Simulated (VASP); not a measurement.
**MgO: single point with PBE**

The system is MgO.

```
CELL_PARAMETERS angstrom
0.00000 2.46485 1.60215
2.46485 0.00000 1.60215
2.46485 2.46485 0.00000
ATOMIC_POSITIONS crystal
Mg 0.00000 0.00000 0.00000
O 0.50000 0.50000 0.50000
```

This cell differs from its parent crystal: ratio of the length along z to the lengths across it x 0.65, volume and fractional coordinates fixed.

```yaml
Program: VASP 6.6.1
Task: single point
Functional: PBE
Potentials_or_basis: VASP PAW PBE potentials, release 64 (Mg, O)
Cutoff: 520 eV
k_mesh: 10 × 10 × 10
Occupations: gaussian, width 0.05 eV
Spin: no spin polarisation
Dipole_correction: no
Further_INCAR_settings: ALGO = Normal; EDIFF = 1e-06; NBANDS = 11
```

- Pressure: 78.7 GPa
- Band gap on the k mesh: 3.44 eV, indirect (the least direct gap lies 2.1 meV higher)

Stress tensor (GPa, compression positive):
```
 -4.14   0.00   0.00
  0.00  -4.14   0.00
  0.00   0.00 244.47
```

Levels at points of the mesh, in eV from the valence-band top:
| k point | band 1 | band 2 | band 3 | band 4 | band 5 | band 6 | band 7 | band 8 | band 9 |
| --- | --- | --- | --- | --- | --- | --- | --- | --- | --- |
| (0.00, 0.00, 0.00) | -17.30 | -0.34 | 0.00 | 0.00 | 3.44 | 15.17 | 16.66 | 16.66 | 20.59 |
| (0.50, 0.00, 0.00) | -15.86 | -4.17 | -1.31 | -0.94 | 7.38 | 11.20 | 12.86 | 18.84 | 20.64 |
| (0.50, 0.50, 0.00) | -15.79 | -2.50 | -2.50 | -2.04 | 6.74 | 12.53 | 15.89 | 15.89 | 16.93 |
| (0.50, 0.00, 0.50) | -16.34 | -4.35 | -1.04 | 0.00 | 9.53 | 10.76 | 12.79 | 18.47 | 22.21 |

It took 27 s on 1 thread of Intel Xeon 8259CL, with other jobs on the host, peak memory 0.16 GiB.
